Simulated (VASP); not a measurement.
Input of a VASP 6.6.1 run:

INCAR

```
ALGO     = Normal         # electronic algorithm
EDIFF    = 1E-6           # SCF threshold, eV
ENCUT    = 520            # plane-wave cutoff, eV
GGA      = PE             # functional
ISIF     = 2              # what is computed and relaxed
ISMEAR   = 0              # smearing method
LASPH    = T              # aspherical terms in the spheres
LCHARG   = F              # write CHGCAR
LREAL    = F              # projectors in reciprocal space
LWAVE    = F              # write WAVECAR
NBANDS   = 25             # bands
NELM     = 60             # most SCF steps
PREC     = Accurate       # precision mode
SIGMA    = 0.1            # smearing width, eV
```

File KPOINTS:

```
k-points
0
Gamma
  8 8 8
```

POSCAR

```
MgTe5
1.0
    0.0000000000      4.5030500271      4.5030500271
    4.5030500271      0.0000000000      4.5030500271
    4.5030500271      4.5030500271      0.0000000000
Mg Te
1 5
Direct
    0.5000000000      0.5000000000      0.5000000000
    0.1249579245      0.6251262264      0.1249579245
    0.1249579245      0.1249579245      0.1249579245
    0.6251262264      0.1249579245      0.1249579245
    0.1249579245      0.1249579245      0.6251262264
    0.7500000000      0.7500000000      0.7500000000
```

Potentials or basis: VASP PAW PBE potentials, release 64 (Mg, Te).

Launch:

```bash
$ cat potpaw_PBE.64/Mg/POTCAR potpaw_PBE.64/Te/POTCAR > POTCAR
$ mpirun -np 1 vasp_std > vasp.out
```

Task: Predict the band gap on the k mesh.

Result: Zero (bands 16 and 17 overlap by 1.50 eV).

Task: What does it give for the pressure?

Result: -0.1 GPa.

Caveat: spin-orbit coupling is left out, which moves the levels of the heavy elements.
